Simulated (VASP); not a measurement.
# GaN in VASP: notebook

Runs on GaN. Level: PBE. Tasks: single point.

Everything below comes from runs of VASP 6.6.1. Logs are shortened: lines on timing, memory, paths and dates and some standing lists are left out, and cuts for length are marked.

### 1 The cell of the first run

The structure is tetragonal, space group I-4m2 (No. 119). The conventional cell has a = 3.180 Å, b = 3.180 Å, c = 4.475 Å, α = 90.00°, β = 90.00°, γ = 90.00°. Within 2.6 Å of Ga (site symmetry -4m2) lie 4 N at 1.94 Å. Within 2.6 Å of N (site symmetry -4m2) lie 4 Ga at 1.94 Å.

### 2 Single point, PBE (uniaxial x strain -0.5%)

The input, INCAR:

```
SYSTEM = GaN
PREC = Accurate
ENCUT = 520
EDIFF = 1E-6
ISMEAR = 0
SIGMA = 0.01
LREAL = .FALSE.
LASPH = .TRUE.
NELM = 80
ALGO = Normal
ISIF = 2
LWAVE = .FALSE.
LCHARG = .FALSE.
GGA = PE
NBANDS = 16
```

The input, KPOINTS:

```
Automatic mesh
0
G
  6 6 6
  0 0 0
```

The input, POSCAR:

```
GaN
1.0
    0.0000000000      2.2489525487      2.2489525487
    2.2377077859      0.0000000000      2.2489525487
    2.2377077859      2.2489525487      0.0000000000
Ga N
1 1
Direct
    0.0000000000      0.0000000000      0.0000000000
    0.2500000000      0.2500000000      0.2500000000
```

Potentials or basis: VASP PAW PBE potentials, release 64 (Ga_d, N).

On the command line:

```
$ cat potpaw_PBE.64/Ga_d/POTCAR potpaw_PBE.64/N/POTCAR > POTCAR
$ mpirun -np 1 vasp_std > vasp.out
```

OUTCAR:

```text
SYSTEM = GaN
   PREC = Accurate
   ENCUT = 520
   EDIFF = 1E-6
   ISMEAR = 0
   LREAL = .FALSE.
   LASPH = .TRUE.
   NELM = 80
   ISIF = 2
   GGA = PE

 ion  position               nearest neighbor table
   1  0.000  0.000  0.000-   2 1.94   2 1.94   2 1.94   2 1.94
   2  0.250  0.250  0.250-   1 1.94   1 1.94   1 1.94   1 1.94

  LATTYP: Found a body centered tetragonal cell.
 ALAT       =     3.1804991955
 C/A-ratio  =     1.4071424945

  Lattice vectors:

 A1 = (  -2.2377077859,   0.0000000000,  -2.2489525487)
 A2 = (  -2.2377077859,   0.0000000000,   2.2489525487)
 A3 = (   2.2377077859,   2.2489525487,   0.0000000000)

Analysis of symmetry for initial positions (statically):
=====================================================================
 Subroutine PRICEL returns:
 Original cell was already a primitive cell.

 Routine SETGRP: Setting up the symmetry group for a
 body centered tetragonal supercell.

 Subroutine GETGRP returns: Found  8 space group operations
 (whereof  8 operations were pure point group operations)
 out of a pool of 16 trial point group operations.

The static configuration has the point symmetry D_2d.

Analysis of symmetry for dynamics (positions and initial velocities):
=====================================================================
 Subroutine PRICEL returns:
 Original cell was already a primitive cell.

 Routine SETGRP: Setting up the symmetry group for a
 body centered tetragonal supercell.

 Subroutine GETGRP returns: Found  8 space group operations
 (whereof  8 operations were pure point group operations)
 out of a pool of 16 trial point group operations.

The dynamic configuration has the point symmetry D_2d.

 Subroutine INISYM returns: Found  8 space group operations
 (whereof  8 operations are pure point group operations),
 and found     1 'primitive' translations

----------------------------------------------------------------------------------------

                                     Primitive cell

  volume of cell :      22.6357

  direct lattice vectors                    reciprocal lattice vectors
     0.000000000  2.248952549  2.248952549    -0.223442937  0.222325722  0.222325722
     2.237707786  0.000000000  2.248952549     0.223442937 -0.222325722  0.222325722
     2.237707786  2.248952549  0.000000000     0.223442937  0.222325722 -0.222325722

  length of vectors
     3.180499196  3.172557911  3.172557911     0.385725550  0.385725550  0.385725550

  position of ions in fractional coordinates (direct lattice)
     0.000000000  0.000000000  0.000000000
     0.250000000  0.250000000  0.250000000

  ion indices of the primitive-cell ions
   primitive index   ion index
                 1           1
                 2           2

----------------------------------------------------------------------------------------

 KPOINTS: Automatic mesh

Automatic generation of k-mesh.
 Grid dimensions read from file:
 generate k-points for:    6    6    6

 Generating k-lattice:

  Cartesian coordinates                     Fractional coordinates (reciprocal lattice)
    -0.037240490  0.037054287  0.037054287     0.166666667  0.000000000  0.000000000
     0.037240490 -0.037054287  0.037054287     0.000000000  0.166666667  0.000000000
     0.037240490  0.037054287 -0.037054287     0.000000000  0.000000000  0.166666667

  Length of vectors
     0.064287592  0.064287592  0.064287592

  Shift w.r.t. Gamma in fractional coordinates (k-lattice)
     0.000000000  0.000000000  0.000000000

 Subroutine IBZKPT returns following result:
 ===========================================

 Found     30 irreducible k-points:

 Following reciprocal coordinates:
            Coordinates               Weight
  0.000000  0.000000  0.000000      1.000000
  0.166667  0.000000  0.000000      8.000000
  0.333333  0.000000  0.000000      8.000000
  0.500000 -0.000000 -0.000000      4.000000
  0.166667  0.166667  0.000000      4.000000
  0.333333  0.166667  0.000000     16.000000
[... 16 lines left out ...]
 -0.333333  0.500000  0.166667      4.000000
  0.333333 -0.333333  0.166667      8.000000
 [... further k-points ...]
   k-points           NKPTS =     30   k-points in BZ     NKDIM =     30   number of bands    NBANDS=     16
   number of dos      NEDOS =    301   number of ions     NIONS =      2
   total plane-waves  NPLWV =  13824
   dimension x,y,z NGX =    24 NGY =   24 NGZ =   24
   dimension x,y,z NGXF=    48 NGYF=   48 NGZF=   48
   ions per type =               1   1
   NGX,Y,Z   is equivalent  to a cutoff of  12.54, 12.58, 12.58 a.u.
   NGXF,Y,Z  is equivalent  to a cutoff of  25.09, 25.15, 25.15 a.u.
 SYSTEM =  GaN
   PREC   = accura    normal or accurate (medium, high low for compatibility)
   ISTART =      0    job   : 0-new  1-cont  2-samecut
   ICHARG =      2    charge: 1-file 2-atom 10-const
   ISPIN  =      1    spin polarized calculation?
   LNONCOLLINEAR =      F non collinear calculations
   LSORBIT =      F    spin-orbit coupling
   LASPH  =      T    aspherical Exc in radial PAW
   ENCUT  =  520.0 eV  38.22 Ry    6.18 a.u.   5.91  5.90  5.90*2*pi/ulx,y,z
   NELM   =     80;   NELMIN=  2; NELMDL= -5     # of ELM steps
   EDIFF  = 0.1E-05   stopping-criterion for ELM
   LREAL  =      F    real-space projection
   EDIFFG = 0.1E-04   stopping-criterion for IOM
   NSW    =      0    number of steps for IOM
   IBRION =     -1    ionic relax: 0-MD 1-quasi-New 2-CG
   NFREE  =      0    steps in history (QN), initial steepest desc. (CG)
   ISIF   =      2    stress and relaxation
   ISYM   =      2    0-nonsym 1-usesym 2-fastsym
   POTIM  = 0.5000    time-step for ionic-motion
   TEBEG  =    0.0;   TEEND  =   0.0 temperature during run
   PSTRESS=    0.0 pullay stress
   NELECT =      18.0000    total number of electrons
   NUPDOWN=      -1.0000    fix difference up-down
   EMIN   =  10.00;   EMAX   =-10.00  energy-range for DOS
   EFERMI =   0.00;   METHOD = LEGACY
   ISMEAR =     0;   SIGMA  =   0.01  broadening in eV -4-tet -1-fermi 0-gaus
   EFERMI_NEDOS =   21; number of points for ismear=-14 and -15
   IALGO  =     38    algorithm
   IMIX   =      4    mixing-type and parameters
     AMIX     =   0.40;   BMIX     =  1.00
     AMIX_MAG =   1.60;   BMIX_MAG =  1.00
  volume/ion in A,a.u.               =      11.32        76.38
  Fermi-wavevector in a.u.,A,eV,Ry     =   1.516705  2.866156 31.298746  2.300393
  Thomas-Fermi vector in A             =   2.626059
   LORBIT       =      0    0 simple, 1 ext, 2 COOP (PROOUT), +10 PAW based schemes
   GGA     = PE    functional components
   LHFCALC =     F    Hartree Fock is set to
   AEXX    =    0.0000 exact exchange contribution
   IVDW    =     0    specifies the selected vdW correction
   LEPSILON=     F    determine dielectric tensor
   LRPA    =     F    only Hartree local field effects (RPA)
 non-spin polarized calculation
 Gauss-broadening in eV      SIGMA  =   0.01
  energy-cutoff  :      520.00
  volume of cell :       22.64
 maximum number of plane-waves:       620
   NGX = 11   NGY = 11   NGZ = 11

 number of electron      18.0000012 magnetization

 Free energy of the ion-electron system (eV)
  ---------------------------------------------------
  ext. energy  EPLUGINS =         0.00000000
  ---------------------------------------------------
  free energy    TOTEN  =       -12.12879866 eV

  energy without entropy =      -12.12879866  energy(sigma->0) =      -12.12879866

 E-fermi :   5.4642     XC(G=0): -11.7252

 val. band max:        5.4227099947   @ k =   0.0000   0.0000   0.0000
 cond. band min:       7.2011976390   @ k =   0.0000   0.0000   0.0000
 fundamental gap:      1.7784876443
 Fermi energy:         5.4641939588

 k-point     1 :       0.0000    0.0000    0.0000
  band No.  band energies     occupation
      1     -10.6228      2.00000
      2      -8.0504      2.00000
      3      -8.0504      2.00000
      4      -8.0450      2.00000
      5      -7.7179      2.00000
      6      -7.7176      2.00000
[... 8 lines left out ...]
     15      24.2874      0.00000
     16      24.2874      0.00000

 k-point     2 :       0.1667    0.0000    0.0000
  band No.  band energies     occupation
      1     -10.3315      2.00000
      2      -8.0154      2.00000
      3      -8.0118      2.00000
      4      -7.9234      2.00000
      5      -7.7195      2.00000
      6      -7.7190      2.00000
[... 8 lines left out ...]
     15      22.3480      0.00000
     16      22.4553      0.00000

 k-point     3 :       0.3333    0.0000    0.0000
  band No.  band energies     occupation
      1      -9.8405      2.00000
      2      -7.9689      2.00000
      3      -7.9651      2.00000
      4      -7.6975      2.00000
      5      -7.6952      2.00000
      6      -7.2623      2.00000
[... 8 lines left out ...]
     15      23.1683      0.00000
     16      23.1742      0.00000

 k-point     4 :       0.5000   -0.0000   -0.0000
  band No.  band energies     occupation
      1      -9.6787      2.00000
      2      -7.9601      2.00000
      3      -7.9561      2.00000
      4      -7.6708      2.00000
      5      -7.6675      2.00000
      6      -6.4717      2.00000
[... 8 lines left out ...]
     15      25.1959      0.00000
     16      25.2083      0.00000

 k-point     5 :       0.1667    0.1667    0.0000
  band No.  band energies     occupation
      1     -10.2395      2.00000
      2      -7.9787      2.00000
      3      -7.9746      2.00000
      4      -7.9436      2.00000
      5      -7.7298      2.00000
      6      -7.6980      2.00000
[... 8 lines left out ...]
     15      26.1138      0.00000
     16      26.2122      0.00000

 k-point     6 :       0.3333    0.1667    0.0000
  band No.  band energies     occupation
      1      -9.8342      2.00000
      2      -7.9490      2.00000
      3      -7.9149      2.00000
      4      -7.8066      2.00000
      5      -7.6767      2.00000
      6      -7.3609      2.00000
[... 8 lines left out ...]
     15      25.0107      0.00000
     16      25.5598      0.00000

 k-point     7 :       0.5000    0.1667   -0.0000
  band No.  band energies     occupation
      1      -9.6209      2.00000
      2      -7.9496      2.00000
      3      -7.8996      2.00000
      4      -7.7386      2.00000
      5      -7.6672      2.00000
      6      -6.4002      2.00000
[... 8 lines left out ...]
     15      24.8990      0.00000
     16      25.8730      0.00000

 k-point     8 :      -0.3333    0.1667    0.0000
  band No.  band energies     occupation
      1      -9.6646      2.00000
      2      -7.9517      2.00000
      3      -7.9139      2.00000
      4      -7.7144      2.00000
      5      -7.7103      2.00000
      6      -6.6719      2.00000
[... 8 lines left out ...]
     15      22.7325      0.00000
     16      25.4173      0.00000

 k-point     9 :      -0.1667    0.1667    0.0000
  band No.  band energies     occupation
      1      -9.9805      2.00000
      2      -7.9696      2.00000
      3      -7.9690      2.00000
      4      -7.7538      2.00000
      5      -7.7403      2.00000
      6      -7.5465      2.00000
[... 8 lines left out ...]
     15      22.3950      0.00000
     16      25.4680      0.00000
[... 172 lines left out ...]
 k-point    19 :       0.5000    0.3333    0.1667
  band No.  band energies     occupation
      1      -9.6095      2.00000
      2      -7.9087      2.00000
      3      -7.8886      2.00000
      4      -7.7780      2.00000
      5      -7.6805      2.00000
      6      -6.6111      2.00000
[... 8 lines left out ...]
     15      25.3671      0.00000
     16      28.0115      0.00000

 k-point    20 :      -0.3333    0.3333    0.1667
  band No.  band energies     occupation
      1      -9.5326      2.00000
      2      -7.9241      2.00000
      3      -7.8566      2.00000
      4      -7.7422      2.00000
      5      -7.6935      2.00000
      6      -5.9704      2.00000
[... 8 lines left out ...]
     15      24.3844      0.00000
     16      28.4022      0.00000

 k-point    21 :      -0.1667    0.3333    0.1667
  band No.  band energies     occupation
      1      -9.6081      2.00000
      2      -7.9099      2.00000
      3      -7.8888      2.00000
      4      -7.7803      2.00000
      5      -7.6785      2.00000
      6      -6.5983      2.00000
[... 8 lines left out ...]
     15      25.4318      0.00000
     16      27.9775      0.00000

 k-point    22 :       0.3333    0.5000    0.1667
  band No.  band energies     occupation
      1      -9.6099      2.00000
      2      -7.9094      2.00000
      3      -7.8872      2.00000
      4      -7.7779      2.00000
      5      -7.6811      2.00000
      6      -6.6091      2.00000
[... 8 lines left out ...]
     15      25.4532      0.00000
     16      27.9696      0.00000

 k-point    23 :      -0.3333    0.5000    0.1667
  band No.  band energies     occupation
      1      -9.4966      2.00000
      2      -7.9149      2.00000
      3      -7.8389      2.00000
      4      -7.7252      2.00000
      5      -7.6779      2.00000
      6      -5.8290      2.00000
[... 8 lines left out ...]
     15      26.1370      0.00000
     16      28.6686      0.00000

 k-point    24 :       0.3333   -0.3333    0.1667
  band No.  band energies     occupation
      1      -9.5337      2.00000
      2      -7.9240      2.00000
      3      -7.8549      2.00000
      4      -7.7412      2.00000
      5      -7.6952      2.00000
      6      -5.9754      2.00000
[... 8 lines left out ...]
     15      24.4128      0.00000
     16      28.3691      0.00000

 [... further k-points ...]

------------------------ aborting loop because EDIFF is reached ----------------------------------------

  FORCE on cell =-STRESS in cart. coord.  units (eV):
  Direction    XX          YY          ZZ          XY          YZ          ZX
  --------------------------------------------------------------------------------------
  -------------------------------------------------------------------------------------
  Total        1.0778859      0.9941960      0.9941960      0.0000000      0.0000000      0.0000000
  in kB       76.2938296     70.3701791     70.3701791      0.0000000      0.0000000      0.0000000
  external PRESSURE =      72.3447293 kB  Pullay stress =       0.0000000 kB

 VOLUME and BASIS-vectors are now :
 -----------------------------------------------------------------------------
  energy-cutoff  :      520.00
  volume of cell :       22.64
      direct lattice vectors                 reciprocal lattice vectors
     0.000000000  2.248952549  2.248952549    -0.223442937  0.222325722  0.222325722
     2.237707786  0.000000000  2.248952549     0.223442937 -0.222325722  0.222325722
     2.237707786  2.248952549  0.000000000     0.223442937  0.222325722 -0.222325722

 POSITION                                       TOTAL-FORCE (eV/Angst)
 -----------------------------------------------------------------------------------
      0.00000      0.00000      0.00000         0.000000     -0.000000     -0.000000
      1.11885      1.12448      1.12448        -0.000000      0.000000      0.000000
 -----------------------------------------------------------------------------------
    total drift:                                0.000001      0.000002      0.000002

  FREE ENERGIE OF THE ION-ELECTRON SYSTEM (eV)
  ---------------------------------------------------
  free  energy   TOTEN  =       -12.1287986622 eV

  energy  without entropy=      -12.1287986622  energy(sigma->0) =      -12.12879866
```

Wall time 4.6 s (1 thread of Intel Xeon 6975P-C (Granite Rapids), shared host); peak memory 0.14 GiB.

What came out:

* Free energy: -12.1288 eV
* Pressure: 7.2 GPa
* Band gap on the k mesh: 1.78 eV, direct

Caveat: the cell differs from its parent crystal (uniaxial x strain -0.5%).

### 3 Single point, PBE (strain along [111] -0.5%)

The input, INCAR:

```
ALGO = Normal ; EDIFF = 1E-6
ENCUT = 520 ; GGA = PE
ISIF = 2 ; ISMEAR = 0
LASPH = T ; LCHARG = F
LREAL = F ; LWAVE = F
NBANDS = 16 ; NELM = 100
PREC = Accurate ; SIGMA = 0.01
```

The input, KPOINTS:

```
k-points
0
Gamma
  6 6 6
```

The input, POSCAR:

```
GaN
1.0
   -0.0074965085      2.2414560402      2.2414560402
    2.2414560402     -0.0074965085      2.2414560402
    2.2414560402      2.2414560402     -0.0074965085
Ga N
1 1
Direct
   -0.0002488040     -0.0002488040     -0.0002488040
    0.2502488040      0.2502488040      0.2502488040
```

Potentials or basis: VASP PAW PBE potentials, release 64 (Ga_d, N).

On the command line:

```
$ cat potpaw_PBE.64/Ga_d/POTCAR potpaw_PBE.64/N/POTCAR > POTCAR
$ mpirun -np 1 vasp_std > vasp.out
```

It took 4.8 s on 1 thread of Intel Xeon 6975P-C (Granite Rapids), shared host; peak memory 0.13 GiB.

The run converged. Its results:

* Free energy: -12.1286 eV
* Pressure: 7.2 GPa
* Largest force: 0.004 eV/Å
* Band gap on the k mesh: 1.77 eV, direct

Forces on the atoms (eV/Å):
```
Ga  -0.002 -0.002 -0.002
N    0.002  0.002  0.002
```

Stress tensor (GPa, compression positive):
```
7.24 0.52 0.52
0.52 7.24 0.52
0.52 0.52 7.24
```

Levels at points of the mesh, in eV from the valence-band top:
| k point | band 6 | band 7 | band 8 | band 9 | band 10 | band 11 | band 12 | band 13 |
| --- | --- | --- | --- | --- | --- | --- | --- | --- |
| (0.00, 0.00, 0.00) | -13.15 | -0.03 | -0.03 | 0.00 | 1.77 | 10.31 | 10.31 | 10.42 |
| (0.50, 0.00, 0.00) | -11.91 | -7.14 | -1.01 | -0.98 | 4.71 | 8.75 | 10.40 | 10.43 |
| (0.50, 0.50, 0.00) | -11.48 | -6.19 | -2.79 | -2.74 | 3.33 | 6.70 | 11.76 | 14.04 |
| (0.50, 0.50, 0.50) | -11.88 | -7.11 | -1.03 | -1.03 | 4.64 | 8.78 | 10.34 | 10.34 |

Caveat: the cell differs from its parent crystal (strain along [111] -0.5%).

[end of part 1 of 2]
